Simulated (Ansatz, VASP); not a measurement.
BaF2 in VASP and in Ansatz

```xyz
3
Lattice="0.0000 3.0792 3.0792 3.0792 0.0000 3.0792 3.0792 3.0792 0.0000" Properties=species:S:1:pos:R:3 pbc="T T T"
Ba    0.0000    0.0000    0.0000
F     1.5396    1.5396    1.5396
F     4.6189    4.6189    4.6189
```

Change from the starting cell: volume scaled by 0.98.

Alike in both runs: task single point; functional LDA; k mesh 8 × 8 × 8; occupations fermi-dirac, width 0.01 eV; no spin polarisation.

```csv
,VASP,Ansatz
version,VASP 6.6.1,Ansatz 0.2.0
potentials or method,"VASP PAW LDA potentials, release 64 (Ba_sv, F), cutoff 600 eV","all-electron LAPW, scalar-relativistic"
```

```csv
,VASP,Ansatz,Ansatz less VASP
gap on the k mesh at the Fermi level (eV),6.47,6.53,+0.059
pressure (GPa),-2.3,-3.5,-1.21
```

LDA's correlation is that of Perdew and Zunger in VASP and of Perdew and Wang (1992) in Ansatz. Ansatz ran all-electron here, and VASP with PAW potentials.

Spin-orbit coupling is off throughout.
